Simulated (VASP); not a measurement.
# Cu3W2 (P6/mmm) in VASP: single point with PBE

Aim: the single point of Cu3W2 with PBE.

All numbers are computed with VASP 6.6.1; they aren't measurements. Logs are shortened: lines on timing, memory, paths and dates and some standing lists are left out, and cuts for length are marked.

## 1. The cell of the first run

It takes space group P6/mmm (No. 191, hexagonal). Conventional cell: a = 5.069 Å, b = 5.069 Å, c = 4.653 Å, α = 90.00°, β = 90.00°, γ = 120.00°. Cu (site symmetry mmm) has 4 Cu at 2.53 Å and 2 W at 2.53 Å within 3.3 Å. Within 3.1 Å of W (site symmetry 6/mmm) lie 2 W at 2.33 Å and 6 Cu at 2.53 Å. W (site symmetry 6/mmm) has 2 W at 2.33 Å within 3.1 Å.

The cell was generated, and may not be a known phase.

## 2. Single point, PBE

INCAR reads:

```
SYSTEM = Cu3W2
  ALGO = Fast
  EDIFF = 1E-6
  ENCUT = 520
  GGA = PE
  ISIF = 2
  ISMEAR = 0
  LASPH = .TRUE.
  LCHARG = .TRUE.
  LELF = .TRUE.
  LREAL = .FALSE.
  LVHAR = .TRUE.
  LWAVE = .FALSE.
  NBANDS = 38
  NELM = 80
  PREC = Accurate
  SIGMA = 0.1
```

KPOINTS reads:

```
k-points
0
G
  12 12 8
  0 0 0
```

POSCAR reads:

```
Cu3W2
1.0
    5.0688901402      0.0000000000      0.0000000000
   -2.5344450701      4.3897876304      0.0000000000
    0.0000000000      0.0000000000      4.6531328944
Cu W
3 2
Direct
    0.5000000000      0.0000000000      0.5000000000
    0.0000000000      0.5000000000      0.5000000000
    0.5000000000      0.5000000000      0.5000000000
    0.0000000000      0.0000000000      0.5000000000
    0.0000000000      0.0000000000      0.0000000000
```

Potentials or basis: VASP PAW PBE potentials, release 64 (Cu, W_sv).

Launch:

```sh
> cat potpaw_PBE.64/Cu/POTCAR potpaw_PBE.64/W_sv/POTCAR > POTCAR
> mpirun -np 1 vasp_std > vasp.out
```

OUTCAR:

```text
SYSTEM = Cu3W2
   EDIFF = 1E-6
   ENCUT = 520
   GGA = PE
   ISIF = 2
   ISMEAR = 0
   LASPH = .TRUE.
   LREAL = .FALSE.
   NELM = 80
   PREC = Accurate

 ion  position               nearest neighbor table
   1  0.500  0.000  0.500-   2 2.53   3 2.53   3 2.53   2 2.53   4 2.53   4 2.53
   2  0.000  0.500  0.500-   1 2.53   4 2.53   4 2.53   1 2.53   3 2.53   3 2.53
   3  0.500  0.500  0.500-   1 2.53   4 2.53   1 2.53   4 2.53   2 2.53   2 2.53
   4  0.000  0.000  0.500-   5 2.33   5 2.33   2 2.53   3 2.53   2 2.53   3 2.53   1 2.53   1 2.53

   5  0.000  0.000  0.000-   4 2.33   4 2.33

  LATTYP: Found a hexagonal cell.
 ALAT       =     5.0688901402
 C/A-ratio  =     0.9179786434

  Lattice vectors:

 A1 = (   5.0688901402,   0.0000000000,   0.0000000000)
 A2 = (  -2.5344450701,   4.3897876304,   0.0000000000)
 A3 = (   0.0000000000,   0.0000000000,   4.6531328944)

Analysis of symmetry for initial positions (statically):
=====================================================================
 Subroutine PRICEL returns:
 Original cell was already a primitive cell.

 Routine SETGRP: Setting up the symmetry group for a
 hexagonal supercell.

 Subroutine GETGRP returns: Found 24 space group operations
 (whereof 24 operations were pure point group operations)
 out of a pool of 24 trial point group operations.

The static configuration has the point symmetry D_6h.

Analysis of symmetry for dynamics (positions and initial velocities):
=====================================================================
 Subroutine PRICEL returns:
 Original cell was already a primitive cell.

 Routine SETGRP: Setting up the symmetry group for a
 hexagonal supercell.

 Subroutine GETGRP returns: Found 24 space group operations
 (whereof 24 operations were pure point group operations)
 out of a pool of 24 trial point group operations.

The dynamic configuration has the point symmetry D_6h.

 Subroutine INISYM returns: Found 24 space group operations
 (whereof 24 operations are pure point group operations),
 and found     1 'primitive' translations

----------------------------------------------------------------------------------------

                                     Primitive cell

[... 88 lines left out ...]
   ISTART =      0    job   : 0-new  1-cont  2-samecut
   ICHARG =      2    charge: 1-file 2-atom 10-const
   ISPIN  =      1    spin polarized calculation?
   LNONCOLLINEAR =      F non collinear calculations
   LSORBIT =      F    spin-orbit coupling
   LASPH  =      T    aspherical Exc in radial PAW
   ENCUT  =  520.0 eV  38.22 Ry    6.18 a.u.   9.42  9.42  8.65*2*pi/ulx,y,z
   NELM   =     80;   NELMIN=  2; NELMDL= -5     # of ELM steps
   EDIFF  = 0.1E-05   stopping-criterion for ELM
   LREAL  =      F    real-space projection
   EDIFFG = 0.1E-04   stopping-criterion for IOM
   NSW    =      0    number of steps for IOM
   IBRION =     -1    ionic relax: 0-MD 1-quasi-New 2-CG
   NFREE  =      0    steps in history (QN), initial steepest desc. (CG)
   ISIF   =      2    stress and relaxation
   ISYM   =      2    0-nonsym 1-usesym 2-fastsym
   POTIM  = 0.5000    time-step for ionic-motion
   TEBEG  =    0.0;   TEEND  =   0.0 temperature during run
   PSTRESS=    0.0 pullay stress
   NELECT =      61.0000    total number of electrons
   NUPDOWN=      -1.0000    fix difference up-down
   EMIN   =  10.00;   EMAX   =-10.00  energy-range for DOS
   EFERMI =   0.00;   METHOD = LEGACY
   ISMEAR =     0;   SIGMA  =   0.10  broadening in eV -4-tet -1-fermi 0-gaus
   EFERMI_NEDOS =   21; number of points for ismear=-14 and -15
   IALGO  =     68    algorithm
   IMIX   =      4    mixing-type and parameters
     AMIX     =   0.40;   BMIX     =  1.00
     AMIX_MAG =   1.60;   BMIX_MAG =  1.00
  volume/ion in A,a.u.               =      20.71       139.74
  Fermi-wavevector in a.u.,A,eV,Ry     =   1.372411  2.593481 25.626732  1.883512
  Thomas-Fermi vector in A             =   2.498020
   LORBIT       =      0    0 simple, 1 ext, 2 COOP (PROOUT), +10 PAW based schemes
   GGA     = PE    functional components
   LHFCALC =     F    Hartree Fock is set to
   AEXX    =    0.0000 exact exchange contribution
   IVDW    =     0    specifies the selected vdW correction
   LEPSILON=     F    determine dielectric tensor
   LRPA    =     F    only Hartree local field effects (RPA)
 non-spin polarized calculation
 RMM-DIIS sequential band-by-band and
 Gauss-broadening in eV      SIGMA  =   0.10
  energy-cutoff  :      520.00
  volume of cell :      103.54
 maximum number of plane-waves:      2832
 NGX is ok and might be reduce to    40
   NGX = 19   NGY = 19   NGZ = 17

 number of electron      61.0000016 magnetization

 Free energy of the ion-electron system (eV)
  ---------------------------------------------------
  ext. energy  EPLUGINS =         0.00000000
  ---------------------------------------------------
  free energy    TOTEN  =       -28.81593233 eV

  energy without entropy =      -28.79527496  energy(sigma->0) =      -28.80560364

 E-fermi :   4.4935     XC(G=0): -10.3666

 val. band max:        4.4763528800   @ k =   0.3333   0.2500   0.1250
 cond. band min:       4.5042452533   @ k =   0.0833   0.0833   0.1250
 fundamental gap:      0.0278923732
 Fermi energy:         4.4934552418

 k-point     1 :       0.0000    0.0000    0.0000
  band No.  band energies     occupation
      1     -69.9137      2.00000
      2     -69.0924      2.00000
      3     -35.5574      2.00000
      4     -34.1246      2.00000
      5     -34.1246      2.00000
      6     -33.3163      2.00000
[... 973 lines left out ...]
     37       8.9211      0.00000
     38       9.7153      0.00000

 [... further k-points ...]
[... 5 lines left out ...]
  --------------------------------------------------------------------------------------
  -------------------------------------------------------------------------------------
  Total        0.3314456      0.3314456      0.8949989      0.0000000      0.0000000      0.0000000
  in kB        5.1288623      5.1288623     13.8494095      0.0000000      0.0000000      0.0000000
  external PRESSURE =       8.0357113 kB  Pullay stress =       0.0000000 kB

 VOLUME and BASIS-vectors are now :
 -----------------------------------------------------------------------------
  energy-cutoff  :      520.00
  volume of cell :      103.54
      direct lattice vectors                 reciprocal lattice vectors
     5.068890140  0.000000000  0.000000000     0.197281845  0.113900726  0.000000000
    -2.534445070  4.389787630  0.000000000     0.000000000  0.227801453  0.000000000
     0.000000000  0.000000000  4.653132894     0.000000000  0.000000000  0.214908971

 POSITION                                       TOTAL-FORCE (eV/Angst)
 -----------------------------------------------------------------------------------
      2.53445      0.00000      2.32657        -0.000000      0.000000      0.000000
     -1.26722      2.19489      2.32657        -0.000000      0.000000      0.000000
      1.26722      2.19489      2.32657         0.000000      0.000000      0.000000
      0.00000      0.00000      2.32657        -0.000000      0.000000      0.000000
      0.00000      0.00000      0.00000        -0.000000      0.000000      0.000000
 -----------------------------------------------------------------------------------
    total drift:                               -0.000000      0.000000     -0.000000

  FREE ENERGIE OF THE ION-ELECTRON SYSTEM (eV)
  ---------------------------------------------------
  free  energy   TOTEN  =       -28.8159323305 eV

  energy  without entropy=      -28.7952749588  energy(sigma->0) =      -28.80560364
```

Wall time 6.6 min (1 thread of Intel Xeon Platinum 8375C at 2.90GHz (Ice Lake), shared host); peak memory 0.45 GiB.

What came out:

```yaml
Free_energy: -28.8159 eV
Pressure: 0.8 GPa
Band_gap_on_the_k_mesh: zero (an odd number of electrons rules out a gap without spin polarisation)
```

Stress tensor (GPa, compression positive):
```
0.51 0.00 0.00
0.00 0.51 0.00
0.00 0.00 1.38
```

Levels at points of the mesh, in eV from the Fermi level:
```tsv
k point	band 26	band 27	band 28	band 29	band 30	band 31	band 32	band 33	band 34	band 35
(0.00, 0.00, 0.00)	-1.68	-1.67	-0.43	-0.43	0.84	1.10	1.18	1.26	1.26	1.61
(0.50, 0.00, 0.00)	-2.36	-2.18	-1.98	-1.84	-0.69	0.76	0.84	1.24	1.25	3.90
(0.00, 0.00, 0.50)	-1.37	-1.37	-0.30	-0.30	0.16	0.16	0.17	0.49	0.65	0.65
(0.50, 0.00, 0.50)	-1.84	-1.62	-1.03	-0.94	-0.26	0.01	0.23	0.27	0.30	0.39
```

Caveat: spin-orbit coupling is left out, which moves the levels of the heavy elements.

The gap in the log of VASP goes by the Fermi energy; the results here count the filled bands.